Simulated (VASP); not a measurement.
BiAuO3, 10 atoms in the cell. Symmetry: P6_3/mmc, No. 194, hexagonal system. The conventional cell has a = 5.822 Å, b = 5.822 Å, c = 4.974 Å, α = 90.00°, β = 90.00°, γ = 120.00°. Bi (site symmetry -6m2) has 12 O at 2.92 to 3.12 Å and 6 Au at 3.58 Å within 3.8 Å. Au (site symmetry -3m) has 6 O at 1.93 Å and 2 Au at 2.49 Å within 2.6 Å. O (site symmetry mm2) has 2 Au at 1.93 Å and 2 O at 2.55 Å within 2.6 Å. 

* Program: VASP 6.6.1
* Task: relaxation of cell and atoms
* Functional: PBE
* Potentials or basis: VASP PAW PBE potentials, release 64 (Bi_d, Au, O)
* Cutoff: 600 eV
* k mesh: 6 × 6 × 4
* Occupations: gaussian, width 0.1 eV
* Spin: no spin polarisation
* Dipole correction: no
* Further INCAR settings: ALGO = Normal; EDIFF = 1e-06; IBRION = 2; EDIFFG = -0.04; NSW = 90; ISIF = 3

Potentials or basis: VASP PAW PBE potentials, release 64 (Bi_d, Au, O).

Launch:

```console
$ cat potpaw_PBE.64/Bi_d/POTCAR potpaw_PBE.64/Au/POTCAR potpaw_PBE.64/O/POTCAR > POTCAR
$ mpirun -np 1 vasp_std > vasp.out
```

Hardware: 1 thread of Intel(R) Xeon(R) 6975P-C (Granite Rapids), with other jobs on the host.

How long does it take, and how much memory?

Wall time 17 min on 1 thread of Intel(R) Xeon(R) 6975P-C (Granite Rapids) (shared host), peak memory 0.42 GiB. Counts: scf iterations 153, k points 21, ion steps 15.
